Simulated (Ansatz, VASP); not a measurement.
K in VASP and in Ansatz

Contents of POSCAR:

```
K
1.0
    0.0000000000      3.3918728200      3.3918728200
    3.3918728200      0.0000000000      3.3918728200
    3.3918728200      3.3918728200      0.0000000000
K
1
Direct
    0.0000000000      0.0000000000      0.0000000000
```

Contents of INCAR.step1:

```
SYSTEM = K
PREC     = Accurate       ! precision mode
ENCUT    = 520            ! plane-wave cutoff, eV
EDIFF    = 1E-5           ! SCF threshold, eV
ISMEAR   = 1              ! smearing method
SIGMA    = 0.15           ! smearing width, eV
LREAL    = .False.        ! projectors in reciprocal space
LASPH    = .True.         ! aspherical terms in the spheres
NELM     = 100            ! most SCF steps
ALGO     = Normal         ! electronic algorithm
ISIF     = 2              ! what is computed and relaxed
LWAVE    = .True.         ! write WAVECAR
LCHARG   = .False.        ! write CHGCAR
NBANDS   = 10             ! bands
GGA      = PE             ! functional
```

INCAR.step2

```
SYSTEM = K
PREC     = Accurate       ! precision mode
ENCUT    = 520            ! plane-wave cutoff, eV
EDIFF    = 1E-6           ! SCF threshold, eV
ISMEAR   = 1              ! smearing method
SIGMA    = 0.15           ! smearing width, eV
LREAL    = .False.        ! projectors in reciprocal space
LASPH    = .True.         ! aspherical terms in the spheres
NELM     = 100            ! most SCF steps
ALGO     = Normal         ! electronic algorithm
ISIF     = 2              ! what is computed and relaxed
LWAVE    = .False.        ! write WAVECAR
LCHARG   = .False.        ! write CHGCAR
METAGGA  = R2SCAN         ! meta-GGA
LHFCALC  = .True.         ! exact exchange
AEXX     = 0.25           ! exact-exchange fraction
LMIXTAU  = .True.       
PRECFOCK = Normal       
IVDW     = 12             ! dispersion correction
VDW_S6   = 1.0          
VDW_S8   = 1.1846       
VDW_A1   = 0.4534       
VDW_A2   = 5.8972       
NBANDS   = 10             ! bands
ISTART   = 1
```

The input KPOINTS:

```
regular mesh
0
Gamma
  5 5 5
  0 0 0
```

Contents of input.yaml:

```yaml
crystal:
  lattice:
    - [0.0, 3.39187282, 3.39187282]
    - [3.39187282, 0.0, 3.39187282]
    - [3.39187282, 3.39187282, 0.0]
  atoms:
    - { symbol: K, position: [0.0, 0.0, 0.0] }
hamiltonian:
  xc: r2scan0
  pseudopotentials: { kind: paw, source: jth }
  dispersion: d3bj
kpoints:
  mp_grid: { grid: [5, 5, 5] }
scf:
  occupations: { method: methfessel_paxton, width: 0.15 }
output:
  forces: true
  stress: true
  eigenvalues: true
  write_density: true
  write_potential: true
  elf: true
  volumetric_format: npy
```

Alike in both runs: functional r2SCAN0; dispersion D3(BJ); k mesh 5 × 5 × 5; occupations methfessel-paxton of order 1, width 0.15 eV; no spin polarisation.

|  | VASP | Ansatz |
| --- | --- | --- |
| version | VASP 6.6.1 | Ansatz 0.2.0 |
| potentials or method | VASP PAW PBE potentials, release 64 (K_sv) | JTH PAW |
| plane-wave cutoff (eV) | 520 | 690 |
| valence electrons in the cell | 9 | 9 |
| task | single point | electron localisation function |

```csv
,VASP,Ansatz,Ansatz less VASP
gap on the k mesh at the Fermi level (eV),none,none,-
pressure (GPa),-0.2,-0.2,+0.03
```

VASP's potentials were made for PBE, not for r2SCAN0. A gap of «none» marks a metal or a gap that the smearing closes.
